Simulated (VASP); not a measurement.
**Cr: single point with PBE**

The system is Cr.

```
Cr
1.0
    -1.42738    1.42738    1.42738
     1.42738   -1.42738    1.42738
     1.42738    1.42738   -1.42738
Cr
1
Cartesian
  0.0000 0.0000 0.0000
```

This cell differs from its parent crystal: volume scaled by 0.97.

```
Program             : VASP 6.6.1
Task                : single point
Functional          : PBE
Potentials or basis : VASP PAW PBE potentials, release 64 (Cr_pv)
Cutoff              : 520 eV
k mesh              : 16 × 16 × 16
Occupations         : fermi-dirac, width 0.03 eV
Spin                : collinear spin, ferromagnetic start
Starting moments    : [3.0] μB
```

The pressure is -2.2 GPa and the band gap on the k mesh is zero (filled and empty bands overlap). The net moment is 0.00 μB per cell. The valence electrons inside the program's atomic spheres are Cr 11.04.

Levels at points of the mesh, in eV from the Fermi level:
Spin up:
```
           k point  band 3  band 4  band 5  band 6  band 7  band 8  band 9  band 10
(0.00, 0.00, 0.00)  -42.70   -7.79   -0.86   -0.86   -0.86    1.17    1.17     7.14
(0.50, 0.00, 0.00)  -42.71   -4.35   -2.39    1.14    1.17    1.51    2.84     7.13
(0.50, 0.50, 0.50)  -43.31   -4.22   -4.22    2.46    2.46    2.46    7.13    10.59
```
Spin down:
| k point | band 4 | band 5 | band 6 | band 7 | band 8 | band 9 |
| --- | --- | --- | --- | --- | --- | --- |
| (0.00, 0.00, 0.00) | -7.79 | -0.86 | -0.86 | -0.86 | 1.17 | 1.17 |
| (0.50, 0.00, 0.00) | -4.35 | -2.39 | 1.14 | 1.17 | 1.51 | 2.84 |
| (0.50, 0.50, 0.50) | -4.22 | -4.22 | 2.46 | 2.46 | 2.46 | 7.13 |

Run time: 22 s on 1 thread of Intel(R) Xeon(R) Platinum 8559C (Emerald Rapids), on a shared host, peak memory 0.15 GiB.

Caveat: the starting moments collapsed, and a magnetic state may lie lower.
